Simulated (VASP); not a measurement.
A run of VASP 6.6.1 is set up as follows.

The input POSCAR:

```
RbBr
1.0
    0.0000000000      3.4270000000      3.4270000000
    3.4270000000      0.0000000000      3.4270000000
    3.4270000000      3.4270000000      0.0000000000
Rb Br
1 1
Direct
    0.0000000000      0.0000000000      0.0000000000
    0.5000000000      0.5000000000      0.5000000000
```

INCAR.step1

```
ALGO = Normal
EDIFF = 1E-4
ENCUT = 520
GGA = PE
ISMEAR = -1
LASPH = True
LCHARG = False
LREAL = False
LWAVE = True
NBANDS = 15
NELM = 60
PREC = Accurate
SIGMA = 0.05
```

Contents of INCAR.step2:

```
ALGO = Normal
EDIFF = 1E-6
ENCUT = 520
ISIF = 2
ISMEAR = -1
ISTART = 1
LASPH = True
LCHARG = False
LMIXTAU = True
LREAL = False
LWAVE = False
METAGGA = R2SCAN
NBANDS = 15
NELM = 60
PREC = Accurate
SIGMA = 0.05
```

KPOINTS

```
k-points
0
Gamma
  7 7 7
```

Potentials or basis: VASP PAW PBE potentials, release 64 (Rb_sv, Br).

Run with:

```bash
$ cat potpaw_PBE.64/Rb_sv/POTCAR potpaw_PBE.64/Br/POTCAR > POTCAR
$ cp INCAR.step1 INCAR
$ mpirun -np 1 vasp_std > vasp.out
$ cp INCAR.step2 INCAR
$ mpirun -np 1 vasp_std > vasp.out
```

Q: Predict the band gap on the k mesh.

A: 4.97 eV.

Q: What does it give for the pressure?

A: 0.5 GPa.

Caveat: the PAW data sets were made with another functional, which shifts forces and pressure a little; an odd mesh through Γ misses points on the zone boundary, where band edges can lie. r2SCAN opens gaps a little over a GGA but as a rule still falls short of measured ones.
